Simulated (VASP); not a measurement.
# B17SeN17 (a cell with a defect) in VASP: a series of runs

B17SeN17 (a cell with a defect) is run at these levels: r2SCANh; tasks: single point.

Everything below comes from runs of VASP 6.6.1. Logs are shortened: lines on timing, memory, paths and dates and some standing lists are left out, and cuts for length are marked.

## 1. The cell of the first run

The cell holds a defect, 35 atoms: a = 7.465 Å, b = 7.465 Å, c = 6.495 Å, α = 90.00°, β = 90.00°, γ = 120.00°.

## 2. Single point, r2SCANh

File POSCAR:

```
B17SeN17
1.0
    7.4650312844      0.0000000000      0.0000000000
   -3.7325156422      6.4649067324      0.0000000000
    0.0000000000      0.0000000000      6.4954828762
B N Se
17 17 1
Direct
    0.1111111083      0.2222222200      0.2500000000
    0.2222222183      0.1111111100      0.7500000000
    0.1111111133      0.5555555600      0.2500000000
    0.2222222183      0.4444444400      0.7500000000
    0.1111111133      0.8888888900      0.2500000000
    0.2222222233      0.7777777800      0.7500000000
    0.4444444433      0.2222222200      0.2500000000
    0.5555555583      0.1111111100      0.7500000000
    0.4444444433      0.5555555600      0.2500000000
    0.4444444433      0.8888888900      0.2500000000
    0.5555555583      0.7777777800      0.7500000000
    0.7777777783      0.2222222200      0.2500000000
    0.8888888883      0.1111111100      0.7500000000
    0.7777777833      0.5555555600      0.2500000000
    0.8888888883      0.4444444400      0.7500000000
    0.7777777783      0.8888888900      0.2500000000
    0.8888888883      0.7777777800      0.7500000000
    0.1111111083      0.2222222200      0.7500000000
    0.2222222183      0.1111111100      0.2500000000
    0.1111111133      0.5555555600      0.7500000000
    0.2222222183      0.4444444400      0.2500000000
    0.1111111133      0.8888888900      0.7500000000
    0.2222222233      0.7777777800      0.2500000000
    0.5555555583      0.1111111100      0.2500000000
    0.4444444433      0.5555555600      0.7500000000
    0.5555555533      0.4444444400      0.2500000000
    0.4444444433      0.8888888900      0.7500000000
    0.5555555583      0.7777777800      0.2500000000
    0.7777777783      0.2222222200      0.7500000000
    0.8888888883      0.1111111100      0.2500000000
    0.7777777833      0.5555555600      0.7500000000
    0.8888888883      0.4444444400      0.2500000000
    0.7777777783      0.8888888900      0.7500000000
    0.8888888883      0.7777777800      0.2500000000
    0.4444444433      0.2222222200      0.7500000000
```

File INCAR.step1:

```
SYSTEM = B17SeN17
PREC     = Accurate       ! precision mode
ENCUT    = 580            ! plane-wave cutoff, eV
EDIFF    = 1E-5           ! SCF threshold, eV
ISMEAR   = -1             ! smearing method
SIGMA    = 0.01           ! smearing width, eV
LREAL    = Auto         
LASPH    = .TRUE.         ! aspherical terms in the spheres
NELM     = 120            ! most SCF steps
ALGO     = Normal         ! electronic algorithm
ISIF     = 2              ! what is computed and relaxed
LWAVE    = .TRUE.         ! write WAVECAR
LCHARG   = .FALSE.        ! write CHGCAR
NBANDS   = 94             ! bands
GGA      = PE             ! functional
NELECT   = 144.0        
GGA_COMPAT= .FALSE.      
ISYM     = -1
```

File INCAR.step2:

```
SYSTEM = B17SeN17
PREC     = Accurate       ! precision mode
ENCUT    = 580            ! plane-wave cutoff, eV
EDIFF    = 1E-6           ! SCF threshold, eV
ISMEAR   = -1             ! smearing method
SIGMA    = 0.01           ! smearing width, eV
LREAL    = Auto         
LASPH    = .TRUE.         ! aspherical terms in the spheres
NELM     = 120            ! most SCF steps
ALGO     = Normal         ! electronic algorithm
ISIF     = 2              ! what is computed and relaxed
LWAVE    = .FALSE.        ! write WAVECAR
LCHARG   = .FALSE.        ! write CHGCAR
METAGGA  = R2SCAN         ! meta-GGA
LHFCALC  = .TRUE.         ! exact exchange
AEXX     = 0.1            ! exact-exchange fraction
LMIXTAU  = .TRUE.       
PRECFOCK = Fast         
NBANDS   = 94             ! bands
ISTART   = 1            
NELECT   = 144.0        
GGA_COMPAT= .FALSE.      
ISYM     = -1
```

File KPOINTS:

```
explicit points
1
Reciprocal
  0.25000000   0.25000000   0.25000000 1
```

Potentials or basis: VASP PAW PBE potentials, release 64 (B, N, Se).

The run is started by

```bash
$ cat potpaw_PBE.64/B/POTCAR potpaw_PBE.64/N/POTCAR potpaw_PBE.64/Se/POTCAR > POTCAR
$ cp INCAR.step1 INCAR
$ mpirun -np 1 vasp_std > vasp.out
$ cp INCAR.step2 INCAR
$ mpirun -np 1 vasp_std > vasp.out
```

OUTCAR:

```text
SYSTEM = B17SeN17
   PREC = Accurate
   ENCUT = 580
   EDIFF = 1E-6
   ISMEAR = -1
   LREAL = Auto
   LASPH = .TRUE.
   NELM = 120
   ISIF = 2
   METAGGA = R2SCAN
   LHFCALC = .TRUE.
   AEXX = 0.1
   PRECFOCK = Fast
   ISTART = 1
   NELECT = 144.0
   ISYM = -1

 ion  position               nearest neighbor table
   1  0.111  0.222  0.250-  19 1.44  30 1.44  21 1.44
   2  0.222  0.111  0.750-  18 1.44  22 1.44  35 1.44
   3  0.111  0.556  0.250-  23 1.44  32 1.44  21 1.44
   4  0.222  0.444  0.750-  18 1.44  20 1.44  25 1.44
   5  0.111  0.889  0.250-  23 1.44  19 1.44  34 1.44
   6  0.222  0.778  0.750-  22 1.44  27 1.44  20 1.44
[... 16 lines left out ...]
  23  0.222  0.778  0.250-   5 1.44  10 1.44   3 1.44
  24  0.556  0.111  0.250-  12 1.44  10 1.44   7 1.44
  25  0.444  0.556  0.750-  11 1.44   4 1.44
  26  0.556  0.444  0.250-   7 1.44  14 1.44   9 1.44
  27  0.444  0.889  0.750-   6 1.44   8 1.44  11 1.44
  28  0.556  0.778  0.250-  16 1.44   9 1.44  10 1.44
  29  0.778  0.222  0.750-   8 1.44  13 1.44  15 1.44
  30  0.889  0.111  0.250-   1 1.44  12 1.44  16 1.44
  31  0.778  0.556  0.750-  17 1.44  15 1.44
  32  0.889  0.444  0.250-  12 1.44   3 1.44  14 1.44
  33  0.778  0.889  0.750-  11 1.44  17 1.44  13 1.44
  34  0.889  0.778  0.250-  16 1.44  14 1.44   5 1.44
  35  0.444  0.222  0.750-   8 1.44   2 1.44

IMPORTANT INFORMATION: All symmetrisations will be switched off!
NOSYMM: (Re-)initialisation of all symmetry stuff for point group C_1.

----------------------------------------------------------------------------------------

                                     Primitive cell

  volume of cell :     313.4768

  direct lattice vectors                    reciprocal lattice vectors
     7.465031284  0.000000000  0.000000000     0.133957911  0.077340636  0.000000000
    -3.732515642  6.464906732  0.000000000     0.000000000  0.154681273  0.000000000
     0.000000000  0.000000000  6.495482876     0.000000000  0.000000000  0.153953142

  length of vectors
     7.465031284  7.465031284  6.495482876     0.154681273  0.154681273  0.153953142

  position of ions in fractional coordinates (direct lattice)
     0.111111108  0.222222220  0.250000000
     0.222222218  0.111111110  0.750000000
     0.111111113  0.555555560  0.250000000
     0.222222218  0.444444440  0.750000000
     0.111111113  0.888888890  0.250000000
     0.222222223  0.777777780  0.750000000
[... 27 lines left out ...]
     0.888888888  0.777777780  0.250000000
     0.444444443  0.222222220  0.750000000

  ion indices of the primitive-cell ions
   primitive index   ion index
                 1           1
                 2           2
                 3           3
                 4           4
                 5           5
                 6           6
[... 27 lines left out ...]
                34          34
                35          35

----------------------------------------------------------------------------------------

 KPOINTS: explicit points

Read explicit list of k-points.

 Found      1 k-points:

 Following reciprocal coordinates:
            Coordinates               Weight
  0.250000  0.250000  0.250000      1.000000
   k-points           NKPTS =      1   k-points in BZ     NKDIM =      1   number of bands    NBANDS=     94
   number of dos      NEDOS =    301   number of ions     NIONS =     35
   total plane-waves  NPLWV = 194400
   dimension x,y,z NGX =    60 NGY =   60 NGZ =   54
   dimension x,y,z NGXF=   120 NGYF=  120 NGZF=  108
   ions per type =              17  17   1
   NGX,Y,Z   is equivalent  to a cutoff of  13.36, 13.36, 13.82 a.u.
   NGXF,Y,Z  is equivalent  to a cutoff of  26.72, 26.72, 27.64 a.u.
 SYSTEM =  B17SeN17
   PREC   = accura    normal or accurate (medium, high low for compatibility)
   ISTART =      1    job   : 0-new  1-cont  2-samecut
   ICHARG =      0    charge: 1-file 2-atom 10-const
   ISPIN  =      1    spin polarized calculation?
   LNONCOLLINEAR =      F non collinear calculations
   LSORBIT =      F    spin-orbit coupling
   LASPH  =      T    aspherical Exc in radial PAW
   ENCUT  =  580.0 eV  42.63 Ry    6.53 a.u.  14.66 14.66 12.76*2*pi/ulx,y,z
   NELM   =    120;   NELMIN=  2; NELMDL=  0     # of ELM steps
   EDIFF  = 0.1E-05   stopping-criterion for ELM
   LREAL  =      T    real-space projection
   EDIFFG = 0.1E-04   stopping-criterion for IOM
   NSW    =      0    number of steps for IOM
   IBRION =     -1    ionic relax: 0-MD 1-quasi-New 2-CG
   NFREE  =      0    steps in history (QN), initial steepest desc. (CG)
   ISIF   =      2    stress and relaxation
   ISYM   =     -1    0-nonsym 1-usesym 2-fastsym
   POTIM  = 0.5000    time-step for ionic-motion
   TEBEG  =    0.0;   TEEND  =   0.0 temperature during run
   PSTRESS=    0.0 pullay stress
   NELECT =     144.0000    total number of electrons
   NUPDOWN=      -1.0000    fix difference up-down
   EMIN   =  10.00;   EMAX   =-10.00  energy-range for DOS
   EFERMI =   0.00;   METHOD = LEGACY
   ISMEAR =    -1;   SIGMA  =   0.01  broadening in eV -4-tet -1-fermi 0-gaus
   EFERMI_NEDOS =   21; number of points for ismear=-14 and -15
   IALGO  =     38    algorithm
   IMIX   =      1    mixing-type and parameters
     AMIX     =   0.40;   BMIX     =  1.00
     AMIX_MAG =   1.60;   BMIX_MAG =  1.00
  volume/ion in A,a.u.               =       8.96        60.44
  Fermi-wavevector in a.u.,A,eV,Ry     =   1.263166  2.387038 21.709310  1.595589
  Thomas-Fermi vector in A             =   2.396537
   LORBIT       =      0    0 simple, 1 ext, 2 COOP (PROOUT), +10 PAW based schemes
   METAGGA = R2SCAN    functional components
   LHFCALC =     T    Hartree Fock is set to
   PRECFOCK=fast      Normal, Fast or Accurate (Low or Medium for compatibility)
   ENCUT4O =  -1.0   cutoff for four orbital integrals eV
   NKREDX  =     1    reduce k-point grid by
   NKREDY  =     1    reduce k-point grid by
   NKREDZ  =     1    reduce k-point grid by
   AEXX    =    0.1000 exact exchange contribution
   HFSCREEN=    0.0000 screening length (either q_TF or 0.3 A-1)
   HFSCREENC=   0.0000 screening length for correlation (either q_TF or 0.3 A-1)
   ENCUTFOCK=  -1.0 apply spherical cutoff to Coloumb kernel
   IVDW    =     0    specifies the selected vdW correction
   LEPSILON=     F    determine dielectric tensor
   LRPA    =     F    only Hartree local field effects (RPA)
 non-spin polarized calculation
  energy-cutoff  :      580.00
  volume of cell :      313.48
 maximum number of plane-waves:      9934
 NGX is ok and might be reduce to    60
  NGX = 30; NGY = 30; NGZ = 28

 number of electron     143.9999981 magnetization

 Free energy of the ion-electron system (eV)
  ---------------------------------------------------
  ext. energy  EPLUGINS =         0.00000000
  ---------------------------------------------------
  free energy    TOTEN  =      -337.89923440 eV

  energy without entropy =     -337.89923440  energy(sigma->0) =     -337.89923440

 E-fermi :   5.4879     XC(G=0): -10.0741

 val. band max:        5.2214098637   @ k =   0.2500   0.2500   0.2500
 cond. band min:       7.2134877771   @ k =   0.2500   0.2500   0.2500
 fundamental gap:      1.9920779135
 Fermi energy:         5.4878578700

 k-point     1 :       0.2500    0.2500    0.2500
  band No.  band energies     occupation
      1     -17.9918      2.00000
      2     -17.4656      2.00000
      3     -17.3727      2.00000
      4     -16.4766      2.00000
      5     -15.9829      2.00000
      6     -15.9299      2.00000
[... 76 lines left out ...]
     83      10.2547      0.00000
     84      10.3491      0.00000
 [bands above 84 left out]

------------------------ aborting loop because EDIFF is reached ----------------------------------------

  FORCE on cell =-STRESS in cart. coord.  units (eV):
  Direction    XX          YY          ZZ          XY          YZ          ZX
  --------------------------------------------------------------------------------------
  -------------------------------------------------------------------------------------
  Total      101.0816260     56.8108548     17.3708648      1.0605281     -0.0782718     -0.1231282
  in kB      516.6274333    290.3598530     88.7823596      5.4203513     -0.4000468     -0.6293073
  external PRESSURE =     298.5898820 kB  Pullay stress =       0.0000000 kB

 VOLUME and BASIS-vectors are now :
 -----------------------------------------------------------------------------
  energy-cutoff  :      580.00
  volume of cell :      313.48
      direct lattice vectors                 reciprocal lattice vectors
     7.465031284  0.000000000  0.000000000     0.133957911  0.077340636  0.000000000
    -3.732515642  6.464906732  0.000000000     0.000000000  0.154681273  0.000000000
     0.000000000  0.000000000  6.495482876     0.000000000  0.000000000  0.153953142

 POSITION                                       TOTAL-FORCE (eV/Angst)
 -----------------------------------------------------------------------------------
     -0.00000      1.43665      1.62387         0.243671      0.132162      0.005481
      1.24417      0.71832      4.87161       -23.226184    -14.343768      0.002153
     -1.24417      3.59161      1.62387         0.204120     -0.290280     -0.004990
     -0.00000      2.87329      4.87161         2.244375      3.026247      0.000860
     -2.48834      5.74658      1.62387         0.000214     -0.243907      0.000815
     -1.24417      5.02826      4.87161        -0.184383     -0.506607     -0.001015
[... 27 lines left out ...]
      3.73252      5.02826      1.62387        -0.118153      0.395570     -0.014839
      2.48834      1.43665      4.87161         0.099182     29.803482     -0.024254
 -----------------------------------------------------------------------------------
    total drift:                                0.000088     -0.000630      0.000014

  FREE ENERGIE OF THE ION-ELECTRON SYSTEM (eV)
  ---------------------------------------------------
  free  energy   TOTEN  =      -337.8992343952 eV

  energy  without entropy=     -337.8992343952  energy(sigma->0) =     -337.89923440
```

Run time: 9.4 min. Hardware: 1 thread of Intel Xeon Platinum 8259CL at 2.50GHz (Skylake/Cascade Lake), shared host; peak memory 0.54 GiB.

What came out:

```yaml
Free_energy: -337.8992 eV
Largest_force: 29.804 eV/Å
```

Forces in eV/Å, atoms in the order of the input:
```
B     0.244   0.132   0.005
B   -23.226 -14.344   0.002
B     0.204  -0.290  -0.005
B     2.244   3.026   0.001
B     0.000  -0.244   0.001
B    -0.184  -0.507  -0.001
B     0.207   0.523  -0.022
B    23.120 -14.610  -0.007
B     0.559  -0.266  -0.001
B     0.398  -0.243   0.006
B    -0.511  -3.660   0.001
B     0.147   0.117  -0.005
B    -0.177  -0.310  -0.001
B    -0.154  -0.273   0.016
B    -2.633   2.920   0.001
B     0.184  -0.424   0.001
B    -0.093  -3.760  -0.010
N    -1.287  -1.138  -0.006
N    -0.285  -0.025   0.017
N     0.179  -0.366   0.008
N    -0.414  -0.047   0.000
N    -0.336  -0.282  -0.009
N    -0.191   0.195  -0.002
N    -0.112  -0.028  -0.002
N    -2.830   1.463   0.011
N    -0.196  -0.013   0.005
N     0.878  -0.162   0.005
N    -0.271   0.412  -0.006
N     1.495  -1.049  -0.001
N    -0.202   0.147  -0.002
N     3.035   1.348   0.024
N     0.002  -0.030   0.007
N     0.227   1.591   0.006
N    -0.118   0.396  -0.015
Se    0.099  29.803  -0.024
```

Caveat: the cell carries a net charge on a neutralising background, which shifts energy and pressure; the cell is charged against a uniform background, so pressure and absolute levels hang on convention; the PAW data sets were made with another functional, which shifts forces and pressure a little.

(Continued in part 2 of 3.)
